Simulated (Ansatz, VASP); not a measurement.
Nb in VASP and in Ansatz

Contents of INCAR:

```
SYSTEM = Nb
  ALGO = Normal
  EDIFF = 1E-8
  ENCUT = 520
  GGA = PS
  ISIF = 2
  ISMEAR = -1
  LASPH = .TRUE.
  LCHARG = .FALSE.
  LEFG = .TRUE.
  LREAL = .FALSE.
  LWAVE = .FALSE.
  NBANDS = 12
  NELM = 80
  PREC = Accurate
  SIGMA = 0.08
```

KPOINTS

```
k-points
0
G
  13 13 13
  0 0 0
```

Contents of POSCAR:

```
Nb
1.0
    0.0000000000      2.1564811194      2.1564811194
    2.1564811194      0.0000000000      2.1564811194
    2.1564811194      2.1564811194      0.0000000000
Nb
1
Direct
    0.0000000000      0.0000000000      0.0000000000
```

Input for Ansatz:

```yaml
crystal:
  lattice:
    - [0.0, 2.1564811194, 2.1564811194]
    - [2.1564811194, 0.0, 2.1564811194]
    - [2.1564811194, 2.1564811194, 0.0]
  atoms:
    - { symbol: Nb, position: [0.0, 0.0, 0.0] }
kpoints:
  mp_grid: { grid: [13, 13, 13] }
scf:
  occupations: { method: fermi_dirac, width: 0.08 }
hamiltonian:
  xc: pbesol
  pseudopotentials: { kind: all_electron, datasets: crystal }
output:
  forces: true
  stress: true
  eigenvalues: true
  efg: { contact_densities: true }
```

Change from the starting cell: volume scaled by 1.06, crystal datasets.

Alike in both runs: task electric field gradients; functional PBEsol; k mesh 13 × 13 × 13; occupations fermi-dirac, width 0.08 eV; no spin polarisation.

|  | VASP | Ansatz |
| --- | --- | --- |
| version | VASP 6.6.1 | Ansatz 0.2.0 |
| potentials or method | VASP PAW PBE potentials, release 64 (Nb_sv), cutoff 520 eV | all-electron PAW with datasets made for the crystal, scalar-relativistic |

VASP gave:

```
pressure (GPa) : -14.7
```

Question: What did Ansatz give for the same quantities?

Answer: Pressure (GPa): -14.5.

VASP's potentials were made for PBE, not for PBEsol. Ansatz ran all-electron here, and VASP with PAW potentials.
